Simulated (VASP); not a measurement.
# ZnO (I4cm) in VASP: relaxation of shape and atoms at fixed volume with PBE

Aim: the relaxation of shape and atoms at fixed volume of ZnO with PBE.

Everything below comes from runs of VASP 6.6.1. Logs are shortened: lines on timing, memory, paths and dates and some standing lists are left out, and cuts for length are marked.

### 1 The cell of the first run

Symmetry: I4cm, No. 108, tetragonal system. The conventional cell has a = 6.527 Å, b = 6.527 Å, c = 5.338 Å, α = 90.00°, β = 90.00°, γ = 90.00°. Within 2.6 Å of Zn (site symmetry m) lie 4 O at 1.95 to 2.07 Å. O (site symmetry m) has 4 Zn at 1.95 to 2.07 Å within 2.6 Å.

### 2 Relaxation of shape and atoms at fixed volume, PBE (14.21 Å³/atom)

File INCAR:

```
SYSTEM = ZnO
PREC = Accurate
ENCUT = 600
EDIFF = 1E-6
ISMEAR = 0
SIGMA = 0.02
LREAL = .FALSE.
LASPH = .TRUE.
NELM = 100
ALGO = Normal
ISIF = 4
LWAVE = .FALSE.
LCHARG = .FALSE.
GGA = PE
IBRION = 2
NSW = 50
EDIFFG = -0.01
```

File KPOINTS:

```
Automatic mesh
0
G
  8 8 8
  0 0 0
```

File POSCAR:

```
ZnO
1.0
   -3.2632731343      3.2632731343      2.6692438426
    3.2632731343     -3.2632731343      2.6692438426
    3.2632731343      3.2632731343     -2.6692438426
Zn O
4 4
Direct
    0.4104440000      0.9104440000      0.1983980000
    0.7120460000      0.2120460000      0.8016020000
    0.9104440000      0.7120460000      0.5000000000
    0.2120460000      0.4104440000      0.5000000000
    0.2886885000      0.0895835000      0.5000000000
    0.5895835000      0.7886885000      0.5000000000
    0.7886885000      0.2886885000      0.1991050000
    0.0895835000      0.5895835000      0.8008950000
```

Potentials or basis: VASP PAW PBE potentials, release 64 (Zn, O).

On the command line:

```sh
> cat potpaw_PBE.64/Zn/POTCAR potpaw_PBE.64/O/POTCAR > POTCAR
> mpirun -np 1 vasp_std > vasp.out
```

OUTCAR:

```text
SYSTEM = ZnO
   PREC = Accurate
   ENCUT = 600
   EDIFF = 1E-6
   ISMEAR = 0
   LREAL = .FALSE.
   LASPH = .TRUE.
   NELM = 100
   ISIF = 4
   GGA = PE
   IBRION = 2
   NSW = 50
   EDIFFG = -0.01

 ion  position               nearest neighbor table
   1  0.410  0.910  0.198-   8 1.95   7 2.02   5 2.07   6 2.07   2 2.78
   2  0.712  0.212  0.802-   7 1.95   8 2.02   5 2.07   6 2.07   1 2.78
   3  0.910  0.712  0.500-   6 1.95   5 2.02   8 2.07   7 2.07   4 2.78
   4  0.212  0.410  0.500-   5 1.95   6 2.02   8 2.07   7 2.07   3 2.78
   5  0.289  0.090  0.500-   4 1.95   3 2.02   1 2.07   2 2.07
   6  0.590  0.789  0.500-   3 1.95   4 2.02   1 2.07   2 2.07
   7  0.789  0.289  0.199-   2 1.95   1 2.02   3 2.07   4 2.07
   8  0.090  0.590  0.801-   1 1.95   2 2.02   3 2.07   4 2.07

  LATTYP: Found a body centered tetragonal cell.
 ALAT       =     6.5265462686
 C/A-ratio  =     0.8179651941

  Lattice vectors:

 A1 = (  -3.2632731343,   3.2632731343,   2.6692438426)
 A2 = (   3.2632731343,  -3.2632731343,   2.6692438426)
 A3 = (   3.2632731343,   3.2632731343,  -2.6692438426)

Analysis of symmetry for initial positions (statically):
=====================================================================
 Subroutine PRICEL returns:
 Original cell was already a primitive cell.

 Routine SETGRP: Setting up the symmetry group for a
 body centered tetragonal supercell.

 Subroutine GETGRP returns: Found  8 space group operations
 (whereof  4 operations were pure point group operations)
 out of a pool of 16 trial point group operations.

The static configuration has the point symmetry     .
 The point group associated with its full space group is C_4v.

Analysis of symmetry for dynamics (positions and initial velocities):
=====================================================================
 Subroutine PRICEL returns:
 Original cell was already a primitive cell.

 Routine SETGRP: Setting up the symmetry group for a
 body centered tetragonal supercell.

 Subroutine GETGRP returns: Found  8 space group operations
 (whereof  4 operations were pure point group operations)
 out of a pool of 16 trial point group operations.

The dynamic configuration has the point symmetry C_4v.
 The point group associated with its full space group is C_4v.

 Subroutine INISYM returns: Found  8 space group operations
 (whereof  4 operations are pure point group operations),
 and found     1 'primitive' translations

----------------------------------------------------------------------------------------

                                     Primitive cell

  volume of cell :     113.6986

  direct lattice vectors                    reciprocal lattice vectors
    -3.263273134  3.263273134  2.669243843     0.000000000  0.153220395  0.187318967
     3.263273134 -3.263273134  2.669243843     0.153220395  0.000000000  0.187318967
     3.263273134  3.263273134 -2.669243843     0.153220395  0.153220395  0.000000000

  length of vectors
     5.331300572  5.331300572  5.331300572     0.242001829  0.242001829  0.216686361

  position of ions in fractional coordinates (direct lattice)
     0.410444000  0.910444000  0.198398000
     0.712046000  0.212046000  0.801602000
     0.910444000  0.712046000  0.500000000
     0.212046000  0.410444000  0.500000000
     0.288688500  0.089583500  0.500000000
     0.589583500  0.788688500  0.500000000
     0.788688500  0.288688500  0.199105000
     0.089583500  0.589583500  0.800895000

  ion indices of the primitive-cell ions
   primitive index   ion index
                 1           1
                 2           2
                 3           3
                 4           4
                 5           5
                 6           6
                 7           7
                 8           8

----------------------------------------------------------------------------------------

 KPOINTS: Automatic mesh

Automatic generation of k-mesh.
 Grid dimensions read from file:
 generate k-points for:    8    8    8

 Generating k-lattice:

  Cartesian coordinates                     Fractional coordinates (reciprocal lattice)
     0.000000000  0.019152549  0.023414871     0.125000000 -0.000000000  0.000000000
     0.019152549  0.000000000  0.023414871    -0.000000000  0.125000000  0.000000000
     0.019152549  0.019152549  0.000000000     0.000000000  0.000000000  0.125000000

[... 46 lines left out ...]
 SYSTEM =  ZnO
   PREC   = accura    normal or accurate (medium, high low for compatibility)
   ISTART =      0    job   : 0-new  1-cont  2-samecut
   ICHARG =      2    charge: 1-file 2-atom 10-const
   ISPIN  =      1    spin polarized calculation?
   LNONCOLLINEAR =      F non collinear calculations
   LSORBIT =      F    spin-orbit coupling
   LASPH  =      T    aspherical Exc in radial PAW
   ENCUT  =  600.0 eV  44.10 Ry    6.64 a.u.  10.65 10.65 10.65*2*pi/ulx,y,z
   NELM   =    100;   NELMIN=  2; NELMDL= -5     # of ELM steps
   EDIFF  = 0.1E-05   stopping-criterion for ELM
   LREAL  =      F    real-space projection
   EDIFFG = -.1E-01   stopping-criterion for IOM
   NSW    =     50    number of steps for IOM
   IBRION =      2    ionic relax: 0-MD 1-quasi-New 2-CG
   NFREE  =      1    steps in history (QN), initial steepest desc. (CG)
   ISIF   =      4    stress and relaxation
   ISYM   =      2    0-nonsym 1-usesym 2-fastsym
   POTIM  = 0.5000    time-step for ionic-motion
   TEBEG  =    0.0;   TEEND  =   0.0 temperature during run
   PSTRESS=    0.0 pullay stress
   NELECT =      72.0000    total number of electrons
   NUPDOWN=      -1.0000    fix difference up-down
   EMIN   =  10.00;   EMAX   =-10.00  energy-range for DOS
   EFERMI =   0.00;   METHOD = LEGACY
   ISMEAR =     0;   SIGMA  =   0.02  broadening in eV -4-tet -1-fermi 0-gaus
   EFERMI_NEDOS =   21; number of points for ismear=-14 and -15
   IALGO  =     38    algorithm
   IMIX   =      4    mixing-type and parameters
     AMIX     =   0.40;   BMIX     =  1.00
     AMIX_MAG =   1.60;   BMIX_MAG =  1.00
  volume/ion in A,a.u.               =      14.21        95.91
  Fermi-wavevector in a.u.,A,eV,Ry     =   1.405834  2.656641 26.890126  1.976369
  Thomas-Fermi vector in A             =   2.528255
   LORBIT       =      0    0 simple, 1 ext, 2 COOP (PROOUT), +10 PAW based schemes
   GGA     = PE    functional components
   LHFCALC =     F    Hartree Fock is set to
   AEXX    =    0.0000 exact exchange contribution
   IVDW    =     0    specifies the selected vdW correction
   LEPSILON=     F    determine dielectric tensor
   LRPA    =     F    only Hartree local field effects (RPA)
 conjugate gradient relaxation of ions
 non-spin polarized calculation
 Gauss-broadening in eV      SIGMA  =   0.02
  energy-cutoff  :      600.00
  volume of cell :      113.70
 maximum number of plane-waves:      3818
 NGX is ok and might be reduce to    48
   NGX = 21   NGY = 21   NGZ = 21

--------------------------------------- Ionic step        1  -------------------------------------------

 number of electron      71.9999983 magnetization

 Free energy of the ion-electron system (eV)
  ---------------------------------------------------
  ext. energy  EPLUGINS =         0.00000000
  ---------------------------------------------------
  free energy    TOTEN  =       -35.14156994 eV

  energy without entropy =      -35.14156994  energy(sigma->0) =      -35.14156994

------------------------ aborting loop because EDIFF is reached ----------------------------------------

  FORCE on cell =-STRESS in cart. coord.  units (eV):
  Direction    XX          YY          ZZ          XY          YZ          ZX
  --------------------------------------------------------------------------------------
  -------------------------------------------------------------------------------------
  Total       -1.8094166     -1.8094166     -1.8375792      0.0000000     -0.0000000      0.0000000
  in kB      -25.4972924    -25.4972924    -25.8941444      0.0000000     -0.0000000      0.0000000
  external PRESSURE =     -25.6295764 kB  Pullay stress =       0.0000000 kB

 VOLUME and BASIS-vectors are now :
 -----------------------------------------------------------------------------
  energy-cutoff  :      600.00
  volume of cell :      113.70
      direct lattice vectors                 reciprocal lattice vectors
    -3.263273134  3.263273134  2.669243843     0.000000000  0.153220395  0.187318967
     3.263273134 -3.263273134  2.669243843     0.153220395  0.000000000  0.187318967
     3.263273134  3.263273134 -2.669243843     0.153220395  0.153220395  0.000000000

 POSITION                                       TOTAL-FORCE (eV/Angst)
 -----------------------------------------------------------------------------------
      2.27906     -0.98421      2.99620         0.018414      0.018414      0.010563
      0.98421      4.24748      0.32696        -0.018414     -0.018414      0.010563
      0.98421      2.27906      2.99620        -0.018414      0.018414      0.010563
      2.27906      0.98421      0.32696         0.018414     -0.018414      0.010563
      0.98190      2.28137     -0.32492        -0.019340      0.019340     -0.010563
      2.28137      0.98190      2.34432         0.019340     -0.019340     -0.010563
     -0.98190      2.28137      2.34432         0.019340      0.019340     -0.010563
      4.24518      0.98190     -0.32492        -0.019340     -0.019340     -0.010563
 -----------------------------------------------------------------------------------
    total drift:                               -0.000004     -0.000004     -0.002327

  FREE ENERGIE OF THE ION-ELECTRON SYSTEM (eV)
  ---------------------------------------------------
  free  energy   TOTEN  =       -35.1415699392 eV

  energy  without entropy=      -35.1415699392  energy(sigma->0) =      -35.14156994

--------------------------------------- Ionic step        2  -------------------------------------------

 number of electron      71.9999983 magnetization

 Free energy of the ion-electron system (eV)
  ---------------------------------------------------
  ext. energy  EPLUGINS =         0.00000000
  ---------------------------------------------------
  free energy    TOTEN  =       -35.14170073 eV

  energy without entropy =      -35.14170073  energy(sigma->0) =      -35.14170073

 E-fermi :   0.0759     XC(G=0):  -9.7501

 val. band max:       -0.0266979769   @ k =   0.0000   0.0000   0.0000
 cond. band min:       0.8490906058   @ k =   0.0000   0.0000   0.0000
 fundamental gap:      0.8757885827
 Fermi energy:         0.0758954877

 k-point     1 :       0.0000    0.0000    0.0000
  band No.  band energies     occupation
      1     -17.5672      2.00000
      2     -16.8868      2.00000
      3     -16.6630      2.00000
      4     -16.6630      2.00000
      5      -5.9890      2.00000
      6      -5.4762      2.00000
[... 1093 lines left out ...]
     42       7.8850      0.00000
     43       8.8938      0.00000

 [... further k-points ...]

------------------------ aborting loop because EDIFF is reached ----------------------------------------

  FORCE on cell =-STRESS in cart. coord.  units (eV):
  Direction    XX          YY          ZZ          XY          YZ          ZX
  --------------------------------------------------------------------------------------
  -------------------------------------------------------------------------------------
  Total       -1.8338324     -1.8338324     -1.8151709      0.0000000     -0.0000000      0.0000000
  in kB      -25.8413454    -25.8413454    -25.5783779      0.0000000     -0.0000000      0.0000000
  external PRESSURE =     -25.7536896 kB  Pullay stress =       0.0000000 kB

 VOLUME and BASIS-vectors are now :
 -----------------------------------------------------------------------------
  energy-cutoff  :      600.00
  volume of cell :      113.70
      direct lattice vectors                 reciprocal lattice vectors
    -3.263457879  3.263457879  2.668941640     0.000000000  0.153211722  0.187340177
     3.263457879 -3.263457879  2.668941640     0.153211722  0.000000000  0.187340177
     3.263457879  3.263457879 -2.668941640     0.153211722  0.153211722  0.000000000

 POSITION                                       TOTAL-FORCE (eV/Angst)
 -----------------------------------------------------------------------------------
      2.28008     -0.98338      2.99637        -0.002760     -0.002760      0.001483
      0.98338      4.24683      0.32743         0.002760      0.002760      0.001483
      0.98338      2.28008      2.99637         0.002760     -0.002760      0.001483
      2.28008      0.98338      0.32743        -0.002760      0.002760      0.001483
      0.98103      2.28243     -0.32539         0.005885     -0.005885     -0.001483
      2.28243      0.98103      2.34355        -0.005885      0.005885     -0.001483
     -0.98103      2.28243      2.34355        -0.005885     -0.005885     -0.001483
      4.24448      0.98103     -0.32539         0.005885      0.005885     -0.001483
 -----------------------------------------------------------------------------------
    total drift:                               -0.000004     -0.000004     -0.002570

  FREE ENERGIE OF THE ION-ELECTRON SYSTEM (eV)
  ---------------------------------------------------
  free  energy   TOTEN  =       -35.1417007282 eV

  energy  without entropy=      -35.1417007282  energy(sigma->0) =      -35.14170073

 reached required accuracy - stopping structural energy minimisation
```

Run time: 20 min. Hardware: 1 thread of Oxide Virtual Turin-like, shared host; peak memory 0.47 GiB.

What came out:

```
Free energy                  : -35.1417 eV
Energy gained by relaxing    : 0.0 meV/atom
Ionic steps                  : 2
Pressure after relaxing      : -2.6 GPa
Largest force after relaxing : 0.008 eV/Å
Band gap on the k mesh       : 0.88 eV
```

Forces on the atoms (eV/Å):
```
Zn  -0.003 -0.003  0.001
Zn   0.003  0.003  0.001
Zn   0.003 -0.003  0.001
Zn  -0.003  0.003  0.001
O    0.006 -0.006 -0.001
O   -0.006  0.006 -0.001
O   -0.006 -0.006 -0.001
O    0.006  0.006 -0.001
```

Step by step:
```csv
step,energy change (eV),largest force (eV/Å),pressure (GPa),volume (Å³)
1,0.0000,0.0293,-2.56,113.70
2,-0.0001,0.0085,-2.58,113.70
```

Final structure:
```cif
data_structure
_symmetry_space_group_name_H-M 'P 1'
_symmetry_Int_Tables_number 1
_cell_length_a 5.3314
_cell_length_b 5.3314
_cell_length_c 5.3314
_cell_angle_alpha 104.514
_cell_angle_beta 104.514
_cell_angle_gamma 119.919
_cell_volume 113.70
loop_
_atom_site_label
_atom_site_type_symbol
_atom_site_fract_x
_atom_site_fract_y
_atom_site_fract_z
_atom_site_occupancy
Zn1 Zn 0.41068 0.91068 0.19867 1
Zn2 Zn 0.71201 0.21201 0.80133 1
Zn3 Zn 0.91068 0.71201 0.50000 1
Zn4 Zn 0.21201 0.41068 0.50000 1
O1 O 0.28874 0.08935 0.50000 1
O2 O 0.58935 0.78874 0.50000 1
O3 O 0.78874 0.28874 0.19939 1
O4 O 0.08935 0.58935 0.80061 1
```

A k mesh can miss the band edges.
